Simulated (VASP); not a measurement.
Wanted: the native input for a VASP 6.6.1 run.

```
Task                   : single point
Functional             : LDA
Potentials or basis    : VASP PAW LDA potentials, release 64 (Rb_sv, Ca_sv, H)
Cutoff                 : 520 eV
k mesh                 : 5 × 5 × 5
Occupations            : methfessel-paxton, width 0.05 eV
Spin                   : no spin polarisation
Dipole correction      : no
Further INCAR settings : ALGO = Normal; EDIFF = 1e-07; NBANDS = 19
```

The structure of RbCaH3 lies in POSCAR:

```
RbCaH3
1.0
    4.3957766416      0.0000000000      0.0000000000
    0.0000000000      4.3957766416      0.0000000000
    0.0000000000      0.0000000000      4.3957766416
Rb Ca H
1 1 3
Direct
    0.0000000000      0.0000000000      0.0000000000
    0.5000000000      0.5000000000      0.5000000000
    0.0000000000      0.5000000000      0.5000000000
    0.5000000000      0.0000000000      0.5000000000
    0.5000000000      0.5000000000      0.0000000000
```

One way to write it, as run:

INCAR

```
SYSTEM = RbCaH3
  ALGO = Normal
  EDIFF = 1E-7
  ENCUT = 520
  ISIF = 2
  ISMEAR = 1
  LASPH = .True.
  LCHARG = .False.
  LREAL = .False.
  LWAVE = .False.
  NBANDS = 19
  NELM = 60
  PREC = Accurate
  SIGMA = 0.05
```

KPOINTS

```
k-points
0
Gamma
  5 5 5
  0 0 0
```

Potentials or basis: VASP PAW LDA potentials, release 64 (Rb_sv, Ca_sv, H).

Command:

```sh
$ cat potpaw_LDA.64/Rb_sv/POTCAR potpaw_LDA.64/Ca_sv/POTCAR potpaw_LDA.64/H/POTCAR > POTCAR
$ mpirun -np 1 vasp_std > vasp.out
```

Results of the run:

The pressure is 0.1 GPa. The band gap on the k mesh is 3.23 eV, direct.

It took 41 s on 1 thread of AMD EPYC 7R13, on a shared host, peak memory 0.15 GiB.
